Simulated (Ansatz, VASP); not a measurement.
Two plane-wave programs on GdN

```
CELL_PARAMETERS angstrom
0.00000 2.72933 2.72933
2.72933 0.00000 2.72933
2.72933 2.72933 0.00000
ATOMIC_POSITIONS crystal
Gd 0.00000 0.00000 0.00000
N 0.25000 0.25000 0.25000
```

Alike in both runs: task single point; functional LDA; k mesh 6 × 6 × 6; occupations gaussian, width 0.05 eV; no spin polarisation; Hubbard terms Gd f U = 8.0 eV.

```csv
,VASP,Ansatz
version,VASP 6.6.1,Ansatz 0.2.0
potentials or method,"VASP PAW PBE potentials, release 64 (Gd, N), cutoff 600 eV","scalar-relativistic, plane waves, PAW"
valence electrons in the cell,23,23
```

```tsv
	VASP	Ansatz	Ansatz less VASP
gap on the k mesh at the Fermi level (eV)	none	none	-
pressure (GPa)	-8.6	-14.9	-6.35
```

VASP's potentials were made for PBE, not for LDA. LDA's correlation is that of Perdew and Zunger in VASP and of Perdew and Wang (1992) in Ansatz. The programs project onto different local orbitals, so the same U acts differently, and such runs can settle in different states. A gap of «none» marks a metal or a gap that the smearing closes. Ansatz's warnings: filled band counts differ across k points, negative dielectric reading.

Spin-orbit coupling is off throughout.
